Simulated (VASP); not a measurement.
Wanted: the native input for a VASP 6.6.1 run.

| Quantity | Value |
| --- | --- |
| Task | single point |
| Functional | PBE |
| Potentials or basis | VASP PAW PBE potentials, release 64 (Hf_pv, O, F) |
| Cutoff | 520 eV |
| k mesh | 14 × 14 × 12 |
| Occupations | gaussian, width 0.1 eV |
| Spin | no spin polarisation |
| Dipole correction | no |
| Further INCAR settings | ALGO = Normal; EDIFF = 1e-07; NBANDS = 23 |

The structure of HfOF2 lies in POSCAR:

```
HfOF2
1.0
    3.5052210652      0.0000000000      0.0000000000
    0.0000000000      3.5052210652      0.0000000000
    0.0000000000      0.0000000000      4.0677239766
Hf O F
1 1 2
Direct
    0.0000000000      0.0000000000      0.0000000000
    0.5000000000      0.5000000000      0.5000000000
    0.0000000000      0.0000000000      0.5000000000
    0.5000000000      0.5000000000      0.0000000000
```

The cell was generated, and may not be a known phase.

One way to write it, as run:

INCAR

```
ALGO = Normal ; EDIFF = 1E-7
ENCUT = 520 ; GGA = PE
ISIF = 2 ; ISMEAR = 0
LASPH = True ; LCHARG = True
LELF = True ; LREAL = False
LVHAR = True ; LWAVE = False
NBANDS = 23 ; NELM = 60
PREC = Accurate ; SIGMA = 0.1
```

KPOINTS

```
k-points
0
Gamma
  14 14 12
```

Potentials or basis: VASP PAW PBE potentials, release 64 (Hf_pv, O, F).

Run with:

```console
$ cat potpaw_PBE.64/Hf_pv/POTCAR potpaw_PBE.64/O/POTCAR potpaw_PBE.64/F/POTCAR > POTCAR
$ mpirun -np 1 vasp_std > vasp.out
```

It gave:

| Property | Result |
| --- | --- |
| Pressure | -1.7 GPa |
| Band gap on the k mesh | zero (bands 15 and 16 overlap by 0.97 eV) |

Caveat: spin-orbit coupling is left out, which moves the levels of the heavy elements.

It took 2.1 min on 1 thread of Intel(R) Xeon(R) 6975P-C (Granite Rapids) (shared host), peak memory 0.37 GiB.
